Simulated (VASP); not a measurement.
Runs of VASP 6.6.1 on TiAl. The structure is that of space group Pm-3m (No. 221), or close to it. The cells are those of the table. 

| cell | gap on the mesh (eV) | pressure (GPa) |
| --- | --- | --- |
| a = 3.124, b = 3.296 Å, 2 atoms | none | (a) |
| a = 3.038, b = 3.124, c = 3.124 Å, 2 atoms | none | 3.9 |
| a = 3.038, b = 3.038, c = 3.124 Å, 2 atoms | none | 8.1 |
| a = 3.124, b = 3.210 Å, 2 atoms | none | -3.0 |

Alike in all rows: task single point; level LDA; potentials or basis VASP PAW LDA potentials, release 64 (Ti_sv, Al); no spin polarisation; k mesh 14 × 14 × 14; cutoff (eV) 520; smearing gaussian 0.15 eV.

Task: Fill in the values left out.

Result: (a) -5.8.

A gap of «none» marks levels without a gap at the run's occupations.
